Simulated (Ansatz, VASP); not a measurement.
## WC in VASP and in Ansatz

The input INCAR:

```
PREC = Accurate
ENCUT = 600
EDIFF = 1E-6
ISMEAR = 0
SIGMA = 0.1
LREAL = False
LASPH = True
NELM = 100
ALGO = Normal
ISIF = 3
LWAVE = False
LCHARG = False
GGA = PE
IBRION = 2
NSW = 100
EDIFFG = -0.005
```

Contents of KPOINTS:

```
Automatic mesh
0
Gamma
  18 18 14
```

The input POSCAR:

```
WC
1.0
    2.9225169299      0.0000000000      0.0000000000
   -1.4612584649      2.5309739042      0.0000000000
    0.0000000000      0.0000000000      2.8461543311
W C
1 1
Direct
    0.0000000000      0.0000000000      0.0000000000
    0.6666666667      0.3333333333      0.5000000000
```

Input for Ansatz:

```yaml
crystal:
  lattice:
    - [2.9225169299, 0.0, 0.0]
    - [-1.4612584649, 2.5309739042, 0.0]
    - [0.0, 0.0, 2.8461543311]
  atoms:
    - { symbol: W, position: [0.0, 0.0, 0.0] }
    - { symbol: C, position: [0.6666666667, 0.3333333333, 0.5] }
basis:
  ecutwfc: 420
kpoints:
  mp_grid: { grid: [18, 18, 14] }
hamiltonian:
  xc: pbe
scf:
  occupations: { method: gaussian, width: 0.1 }
output:
  forces: true
  stress: true
  eigenvalues: true
relax:
  adjacent_minimum: "off"
  f_tol: 0.005
  max_steps: 80
  cell: { stress_tol: 0.05 }
```

Alike in both runs: task relaxation of cell and atoms; functional PBE; k mesh 18 × 18 × 14; occupations gaussian, width 0.1 eV; no spin polarisation.

|  | VASP | Ansatz |
| --- | --- | --- |
| version | VASP 6.6.1 | Ansatz 0.2.0 |
| potentials or method | VASP PAW PBE potentials, release 64 (W_sv, C), cutoff 600 eV | scalar-relativistic, plane waves, PAW |
| valence electrons in the cell | 18 | 18 |

|  | VASP | Ansatz | Ansatz less VASP |
| --- | --- | --- | --- |
| gap on the k mesh at the Fermi level, each at its own relaxed structure (eV) | none | none | - |
| relaxed volume (Å³/atom) | 10.55 | 10.52 | -0.027 |
| relaxed cell length with the largest relative difference (Å) | 2.849 | 2.847 | -0.0024 |

A gap of «none» marks a metal or a gap that the smearing closes.

Neither program's run includes spin-orbit coupling.
